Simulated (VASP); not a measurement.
# Sn (Im-3m) in VASP: further runs, part 2 of 2

VASP 6.6.1. The steps go on from the part before.

### Step 6. Single point, PBEsol

INCAR

```
  PREC = Accurate
  ENCUT = 500
  EDIFF = 1E-6
  ISMEAR = -1
  SIGMA = 0.1
  LREAL = F
  LASPH = T
  NELM = 120
  ALGO = Normal
  ISIF = 2
  LWAVE = F
  LCHARG = F
  GGA = PS
  NBANDS = 13
  GGA_COMPAT = F
```

KPOINTS

```
Automatic mesh
0
Gamma
  20 20 20
```

POSCAR

```
Sn
1.0
   -1.4950089760      1.4950089760      1.4950089760
    1.4950089760     -1.4950089760      1.4950089760
    1.4950089760      1.4950089760     -1.4950089760
Sn
1
Direct
    0.0000000000      0.0000000000      0.0000000000
```

Potentials or basis: VASP PAW PBE potentials, release 64 (Sn_d).

Started as:

```bash
$ cat potpaw_PBE.64/Sn_d/POTCAR > POTCAR
$ mpirun -np 1 vasp_std > vasp.out
```

OUTCAR:

```text
PREC = Accurate
   ENCUT = 500
   EDIFF = 1E-6
   ISMEAR = -1
   LREAL = F
   LASPH = T
   NELM = 120
   ISIF = 2
   GGA = PS

 ion  position               nearest neighbor table
   1  0.000  0.000  0.000-

  LATTYP: Found a body centered cubic cell.
 ALAT       =     2.9900179520

  Lattice vectors:

 A1 = (  -1.4950089760,   1.4950089760,   1.4950089760)
 A2 = (   1.4950089760,  -1.4950089760,   1.4950089760)
 A3 = (   1.4950089760,   1.4950089760,  -1.4950089760)

Analysis of symmetry for initial positions (statically):
=====================================================================
 Subroutine PRICEL returns:
 Original cell was already a primitive cell.

 Routine SETGRP: Setting up the symmetry group for a
 body centered cubic supercell.

 Subroutine GETGRP returns: Found 48 space group operations
 (whereof 48 operations were pure point group operations)
 out of a pool of 48 trial point group operations.

The static configuration has the point symmetry O_h .

Analysis of symmetry for dynamics (positions and initial velocities):
=====================================================================
 Subroutine PRICEL returns:
[... 159 lines left out ...]
 Fermi energy:        20.4153679305

 k-point     1 :       0.0000    0.0000    0.0000
  band No.  band energies     occupation
      1      -2.9160      2.00000
      2      -2.9160      2.00000
      3      -2.9160      2.00000
      4      -1.9783      2.00000
      5      -1.9783      2.00000
      6       1.6964      2.00000
      7      32.6019      0.00000
      8      32.6019      0.00000
      9      32.6019      0.00000
     10      37.5468      0.00000
     11      37.5468      0.00000
     12      37.5468      0.00000
     13      39.3900      0.00000
[... 354 lines left out ...]
  band No.  band energies     occupation
      1      -3.1643      2.00000
      2      -2.9773      2.00000
      3      -2.1345      2.00000
      4      -2.0275      2.00000
      5      -1.9209      2.00000
      6       5.6529      2.00000
      7      21.2556      0.00045
      8      26.0500      0.00000
      9      28.7054      0.00000
     10      33.1260      0.00000
     11      36.4751      0.00000
     12      37.3622      0.00000
     13      42.3548      0.00000

 [... further k-points ...]
[... 5 lines left out ...]
  --------------------------------------------------------------------------------------
  -------------------------------------------------------------------------------------
  Total       15.8860438     15.8860438     15.8860438     -0.0000000     -0.0000000     -0.0000000
  in kB     1904.2981473   1904.2981473   1904.2981473     -0.0000000     -0.0000000     -0.0000000
  external PRESSURE =    1904.2981473 kB  Pullay stress =       0.0000000 kB

 VOLUME and BASIS-vectors are now :
 -----------------------------------------------------------------------------
  energy-cutoff  :      500.00
  volume of cell :       13.37
      direct lattice vectors                 reciprocal lattice vectors
    -1.495008976  1.495008976  1.495008976     0.000000000  0.334446153  0.334446153
     1.495008976 -1.495008976  1.495008976     0.334446153  0.000000000  0.334446153
     1.495008976  1.495008976 -1.495008976     0.334446153  0.334446153  0.000000000

 POSITION                                       TOTAL-FORCE (eV/Angst)
 -----------------------------------------------------------------------------------
      0.00000      0.00000      0.00000         0.000000      0.000000     -0.000000
 -----------------------------------------------------------------------------------
    total drift:                                0.000000     -0.000000      0.000000

  FREE ENERGIE OF THE ION-ELECTRON SYSTEM (eV)
  ---------------------------------------------------
  free  energy   TOTEN  =        -0.2707378326 eV

  energy  without entropy=       -0.2594982256  energy(sigma->0) =       -0.26511803
```

stdout:

```text
POSCAR found type information on POSCAR Sn
 POSCAR found :  1 types and       1 ions
 scaLAPACK will be used
 -----------------------------------------------------------------------------
|                                                                             |
|                                                                             |
|     You enforced a specific xc type in the INCAR file but a different       |
|     I HOPE YOU KNOW WHAT YOU ARE DOING!                                     |
|                                                                             |
 -----------------------------------------------------------------------------

 LDA part: xc-table for (Slater+PW92), standard interpolation
 POSCAR, INCAR and KPOINTS ok, starting setup
 FFT: planning ... GRIDC
 FFT: planning ... GRID_SOFT
 FFT: planning ... GRID
 WAVECAR not read
 entering main loop
```

Run time: 57 s. Hardware: 1 thread of Intel Xeon 8259CL, shared host; peak memory 0.16 GiB.

Results:

```yaml
Free_energy: -0.2707 eV
Pressure: 190.4 GPa
Band_gap_on_the_k_mesh: zero (band 7 reaches 32.60 eV, above the bottom of band 8 at 15.39 eV)
```

Levels at points of the mesh, in eV from the Fermi level:
```
           k point  band 5  band 6  band 7  band 8  band 9  band 10
(0.00, 0.00, 0.00)  -22.39  -18.72   12.19   12.19   12.19    17.13
(0.50, 0.00, 0.00)  -21.78   -9.57   -7.47    6.41    6.49    11.81
(0.50, 0.50, 0.50)  -21.93   -1.91   -1.91   -1.91    3.63     4.04
```

Caveat: the PAW data sets were made with another functional, which shifts forces and pressure a little; spin-orbit coupling is left out, which moves the levels of the heavy elements.

### Step 7. Relaxation of cell and atoms, PBEsol, target pressure 190 GPa, at which the enthalpy is minimised

INCAR

```
  PREC = Accurate
  ENCUT = 500
  EDIFF = 1E-7
  ISMEAR = -1
  SIGMA = 0.1
  LREAL = False
  LASPH = True
  NELM = 120
  ALGO = Normal
  ISIF = 3
  LWAVE = False
  LCHARG = False
  GGA = PS
  IBRION = 2
  NSW = 80
  EDIFFG = -0.002
  PSTRESS = 1900.0
  GGA_COMPAT = False
  NELMIN = 4
```

KPOINTS is that of step 6.

POSCAR

```
Sn
1.0
   -1.4942699956      1.4942699956      1.4942699956
    1.4942699956     -1.4942699956      1.4942699956
    1.4942699956      1.4942699956     -1.4942699956
Sn
1
Direct
    0.0000000000      0.0000000000      0.0000000000
```

Potentials or basis: VASP PAW PBE potentials, release 64 (Sn_d).

Started as:

```bash
$ cat potpaw_PBE.64/Sn_d/POTCAR > POTCAR
$ mpirun -np 1 vasp_std > vasp.out
```

OUTCAR:

```text
PREC = Accurate
   ENCUT = 500
   EDIFF = 1E-7
   ISMEAR = -1
   LREAL = False
   LASPH = True
   NELM = 120
   ISIF = 3
   GGA = PS
   IBRION = 2
   NSW = 80
   EDIFFG = -0.002
   PSTRESS = 1900.0
   NELMIN = 4

 ion  position               nearest neighbor table
   1  0.000  0.000  0.000-

  LATTYP: Found a body centered cubic cell.
 ALAT       =     2.9885399912

  Lattice vectors:

 A1 = (  -1.4942699956,   1.4942699956,   1.4942699956)
 A2 = (   1.4942699956,  -1.4942699956,   1.4942699956)
 A3 = (   1.4942699956,   1.4942699956,  -1.4942699956)

Analysis of symmetry for initial positions (statically):
=====================================================================
 Subroutine PRICEL returns:
 Original cell was already a primitive cell.

 Routine SETGRP: Setting up the symmetry group for a
 body centered cubic supercell.

 Subroutine GETGRP returns: Found 48 space group operations
 (whereof 48 operations were pure point group operations)
[... 168 lines left out ...]
  --------------------------------------------------------------------------------------
  -------------------------------------------------------------------------------------
  Total       15.9605440     15.9605440     15.9605440     -0.0000000     -0.0000000      0.0000000
  in kB     1916.0685925   1916.0685925   1916.0685925     -0.0000000     -0.0000000      0.0000000
  external PRESSURE =      16.0685925 kB  Pullay stress =    1900.0000000 kB
[... 61 lines left out ...]
--------------------------------------- Ionic step        3  -------------------------------------------

 number of electron      13.9999995 magnetization

 Free energy of the ion-electron system (eV)
  ---------------------------------------------------
  ext. energy  EPLUGINS =         0.00000000
  ---------------------------------------------------
  free energy    TOTEN  =        -0.28134723 eV

  energy without entropy =       -0.27010330  energy(sigma->0) =       -0.27572527

 E-fermi :  20.3987     XC(G=0): -14.3204

 val. band max:       20.3769571152   @ k =  -0.3500   0.4000   0.3000
 cond. band min:      20.4295538639   @ k =   0.3500   0.2000   0.0000
 fundamental gap:      0.0525967487
 Fermi energy:        20.3987320882

 k-point     1 :       0.0000    0.0000    0.0000
  band No.  band energies     occupation
      1      -2.9286      2.00000
      2      -2.9286      2.00000
      3      -2.9286      2.00000
      4      -1.9924      2.00000
      5      -1.9924      2.00000
      6       1.6898      2.00000
      7      32.5875      0.00000
      8      32.5875      0.00000
      9      32.5875      0.00000
     10      37.5189      0.00000
     11      37.5189      0.00000
[... 309 lines left out ...]
 k-point    24 :       0.2500    0.1000    0.0000
  band No.  band energies     occupation
      1      -3.1764      2.00000
      2      -2.9895      2.00000
      3      -2.1483      2.00000
      4      -2.0414      2.00000
      5      -1.9351      2.00000
      6       5.6438      2.00000
      7      21.2382      0.00045
      8      26.0317      0.00000
      9      28.6862      0.00000
     10      33.1072      0.00000
     11      36.4526      0.00000

 [... further k-points ...]
[... 5 lines left out ...]
  --------------------------------------------------------------------------------------
  -------------------------------------------------------------------------------------
  Total       15.8612374     15.8612374     15.8612374     -0.0000000      0.0000000      0.0000000
  in kB     1900.0518876   1900.0518876   1900.0518876     -0.0000000      0.0000000      0.0000000
  external PRESSURE =       0.0518876 kB  Pullay stress =    1900.0000000 kB
[... 20 lines left out ...]
  energy  without entropy=       -0.2701033036  energy(sigma->0) =       -0.27572527

  enthalpy is  TOTEN    =        15.5794569756 eV   P V=       15.8608042103

 reached required accuracy - stopping structural energy minimisation
```

Wall time 2.1 min (1 thread of Intel Xeon 8259CL, shared host); peak memory 0.16 GiB.

What came out:

* Free energy: -0.2813 eV
* Relaxed volume: 13.37 Å³/atom
* Relaxed cell: a = 2.590 Å, b = 2.590 Å, c = 2.590 Å, α = 109.47°, β = 109.47°, γ = 109.47°
* Space group after relaxing (to 0.05 Å): Im-3m (No. 229)
* Energy change on relaxing (the enthalpy is what falls): -34.3 meV/atom
* Ionic steps: 3
* Pressure after relaxing: 190.0 GPa
* Band gap on the k mesh: zero (band 7 reaches 32.59 eV, above the bottom of band 8 at 15.38 eV)

Step by step:
```tsv
step	energy change (eV)	largest force (eV/Å)	pressure (GPa)	volume (Å³)
1	0.0000	0.0000	191.61	13.35
2	-0.2997	0.0000	177.68	13.61
3	-0.0343	0.0000	190.01	13.37
```

Final structure:
```
Sn
1.0
    -1.49534    1.49534    1.49534
     1.49534   -1.49534    1.49534
     1.49534    1.49534   -1.49534
Sn
1
Direct
  0.00000 0.00000 0.00000
```

Caveat: the cell is relaxed towards a set pressure, so the enthalpy falls and the energy may rise; the PAW data sets were made with another functional, which shifts forces and pressure a little; spin-orbit coupling is left out, which moves the levels of the heavy elements.

### Step 8. Overview

| task | cell | k mesh | smearing | gap on the mesh (eV) | pressure (GPa) |
| --- | --- | --- | --- | --- | --- |
| single point | a = 2.588 Å, angles 109.5°, 1 atom | 8 × 8 × 8 | gaussian 0.1 eV | none | 190.4 |
| single point | a = 2.588 Å, angles 109.5°, 1 atom | 10 × 10 × 10 | gaussian 0.1 eV | none | 191.5 |
| relaxation of cell and atoms | relaxed to 190 GPa from a = 2.588 Å, angles 109.5°, 1 atom | 10 × 10 × 10 | gaussian 0.1 eV | none | 190.0 |
| single point | a = 2.589 Å, angles 109.5°, 1 atom | 20 × 20 × 20 | fermi-dirac 0.1 eV | none | 190.4 |
| relaxation of cell and atoms | relaxed to 190 GPa from a = 2.588 Å, angles 109.5°, 1 atom | 20 × 20 × 20 | fermi-dirac 0.1 eV | none | 190.0 |

Alike in all rows: level PBEsol; potentials or basis VASP PAW PBE potentials, release 64 (Sn_d); no spin polarisation; cutoff (eV) 500.

Caveats: some runs use coarse meshes; the PAW data sets were made with another functional, which shifts forces and pressure a little; spin-orbit coupling is left out, which moves the levels of the heavy elements; the cell is relaxed towards a set pressure, so the enthalpy falls and the energy may rise (some runs).

Total energies depend on the potentials used, so only differences within one code and one set of settings carry meaning.
